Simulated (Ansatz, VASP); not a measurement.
# K: VASP beside Ansatz

The input INCAR:

```
  PREC = Accurate
  ENCUT = 520
  EDIFF = 1E-7
  ISMEAR = -1
  SIGMA = 0.08
  LREAL = False
  LASPH = True
  NELM = 100
  ALGO = Normal
  ISIF = 2
  LWAVE = False
  LCHARG = False
  GGA = PE
  NBANDS = 10
```

File KPOINTS:

```
Automatic mesh
0
Gamma
  10 10 9
```

POSCAR

```
K
1.0
    4.0401355416      0.0000000000      0.0000000000
   -2.0200677708      3.4988600137      0.0000000000
    0.0000000000      0.0000000000      3.7977274091
K
1
Direct
    0.0000000000      0.0000000000      0.0000000000
```

Input for Ansatz:

```yaml
crystal:
  lattice:
    - [4.0401355416, 0.0, 0.0]
    - [-2.0200677708, 3.4988600137, 0.0]
    - [0.0, 0.0, 3.7977274091]
  atoms:
    - { symbol: K, position: [0.0, 0.0, 0.0] }
kpoints:
  mp_grid: { grid: [10, 10, 9] }
scf:
  occupations: { method: fermi_dirac, width: 0.08 }
hamiltonian:
  xc: pbe
  pseudopotentials: { kind: all_electron, lapw: { basis_error: 0.001 } }
output:
  forces: true
  stress: true
  eigenvalues: true
  populations: true
```

Change from the starting cell: volume scaled by 0.7, LAPW.

Alike in both runs: task single point; functional PBE; k mesh 10 × 10 × 9; occupations fermi-dirac, width 0.08 eV; no spin polarisation.

|  | VASP | Ansatz |
| --- | --- | --- |
| version | VASP 6.6.1 | Ansatz 0.2.0 |
| potentials or method | VASP PAW PBE potentials, release 64 (K_sv), cutoff 520 eV | all-electron LAPW, scalar-relativistic |

```csv
,VASP,Ansatz,Ansatz less VASP
pressure (GPa),2.2,2.2,+0.01
"traceless stress, the component that is largest in VASP (GPa)",-0.15,-0.15,-0.001
```

Ansatz ran all-electron here, and VASP with PAW potentials.
